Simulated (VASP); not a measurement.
Input of a VASP 6.6.1 run:

INCAR

```
SYSTEM = NiO
PREC = Accurate
ENCUT = 520
EDIFF = 1E-7
ISMEAR = 0
SIGMA = 0.05
LREAL = .False.
LASPH = .True.
NELM = 150
ALGO = Normal
ISIF = 2
LWAVE = .False.
LCHARG = .False.
ISPIN = 2
MAGMOM = 1.91 0.21
LORBIT = 11
LMAXMIX = 4
LDAU = .True.
LDAUTYPE = 2
LDAUL = 2 -1
LDAUU = 6.2 0
LDAUJ = 0 0
LDAUPRINT = 1
GGA = PE
NBANDS = 19
```

The input KPOINTS:

```
Automatic mesh
0
Gamma
  10 10 10
  0 0 0
```

The input POSCAR:

```
NiO
1.0
    0.0000000000      2.1337902789      2.1337902789
    2.1337902789      0.0000000000      2.1337902789
    2.1337902789      2.1337902789      0.0000000000
Ni O
1 1
Direct
    0.0000000000      0.0000000000      0.0000000000
    0.5000000000      0.5000000000      0.5000000000
```

Potentials or basis: VASP PAW PBE potentials, release 64 (Ni, O).

The run is started by

```console
$ cat potpaw_PBE.64/Ni/POTCAR potpaw_PBE.64/O/POTCAR > POTCAR
$ mpirun -np 1 vasp_std > vasp.out
```

**Question.** Predict the site moments.

**Answer.** Ni +1.83; O +0.16 μB.

**Question.** Estimate the pressure.

**Answer.** -8.2 GPa.

**Question.** Estimate the net moment.

**Answer.** 2.00 μB per cell.

**Question.** Predict the band gap on the k mesh.

**Answer.** 2.36 eV, indirect (least direct gap 3.14 eV).

Eigenvalues of the final occupation matrices:
```csv
site,spin,trace,eigenvalues
site 1 d,1,5.00,0.98 0.98 0.98 1.03 1.03
site 1 d,2,3.20,0.13 0.13 0.98 0.98 0.98
```

Caveat: a cell with one magnetic atom can't hold antiferromagnetic order, which such compounds often take. The state reached can hang on the start; a lower one may exist.
